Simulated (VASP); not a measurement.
A run of VASP 6.6.1 is set up as follows.

The input INCAR:

```
SYSTEM = ScAl3
PREC = Accurate
ENCUT = 520
EDIFF = 1E-6
ISMEAR = 0
SIGMA = 0.15
LREAL = .FALSE.
LASPH = .TRUE.
NELM = 80
ALGO = Fast
ISIF = 2
LWAVE = .FALSE.
LCHARG = .TRUE.
GGA = PE
LELF = .TRUE.
LVHAR = .TRUE.
NBANDS = 18
```

The input KPOINTS:

```
Automatic mesh
0
G
  12 12 12
  0 0 0
```

Contents of POSCAR:

```
ScAl3
1.0
    4.1053305968      0.0000000000      0.0000000000
    0.0000000000      4.1053305968     -0.2052665298
    0.0000000000     -0.2052665298      4.1053305968
Sc Al
1 3
Direct
    0.0000000000      0.0000000000      0.0000000000
    0.5000000000      0.0000000000      0.5000000000
    0.0000000000      0.5000000000      0.5000000000
    0.5000000000      0.5000000000      0.0000000000
```

Potentials or basis: VASP PAW PBE potentials, release 64 (Sc_sv, Al).

Command:

```console
$ cat potpaw_PBE.64/Sc_sv/POTCAR potpaw_PBE.64/Al/POTCAR > POTCAR
$ mpirun -np 1 vasp_std > vasp.out
```

Question: Estimate the band gap on the k mesh.

Answer: Zero (bands 10 and 11 overlap by 3.40 eV).

Question: Predict the pressure.

Answer: 1.4 GPa.

Stress tensor (GPa, compression positive):
```
-0.15  0.00  0.00
 0.00  2.12  7.14
 0.00  7.14  2.12
```

Caveat: the cell differs from its parent crystal (strain -0.1000 x Voigt [0, 0, 0, 1, 0, 0]).
